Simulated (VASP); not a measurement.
A run of VASP 6.6.1 is set up as follows.

File INCAR:

```
SYSTEM = SnTe
  PREC = Accurate
  ENCUT = 520
  EDIFF = 1E-7
  ISMEAR = -1
  SIGMA = 0.05
  LREAL = .False.
  LASPH = .True.
  NELM = 100
  ALGO = Normal
  ISIF = 2
  LWAVE = .False.
  LCHARG = .False.
  GGA = PE
  NBANDS = 28
```

KPOINTS

```
Automatic mesh
0
Gamma
  9 9 5
  0 0 0
```

File POSCAR:

```
SnTe
1.0
    4.4364687529      0.0000000000      0.0000000000
   -2.2182343765      3.8420946431      0.0000000000
    0.0000000000      0.0000000000      7.8564010131
Sn Te
2 2
Direct
    0.0000000000      0.0000000000      0.0000000000
    0.0000000000      0.0000000000      0.5000000000
    0.3333333333      0.6666666667      0.2500000000
    0.6666666667      0.3333333333      0.7500000000
```

Potentials or basis: VASP PAW PBE potentials, release 64 (Sn_d, Te).

The run is started by

```bash
$ cat potpaw_PBE.64/Sn_d/POTCAR potpaw_PBE.64/Te/POTCAR > POTCAR
$ mpirun -np 1 vasp_std > vasp.out
```

Problem. Predict the pressure.

Solution. 0.0 GPa.

Problem. Estimate the band gap on the k mesh.

Solution. Zero (band 20 reaches 6.66 eV, above the bottom of band 21 at 6.13 eV).

Caveat: spin-orbit coupling is left out, which moves the levels of the heavy elements.
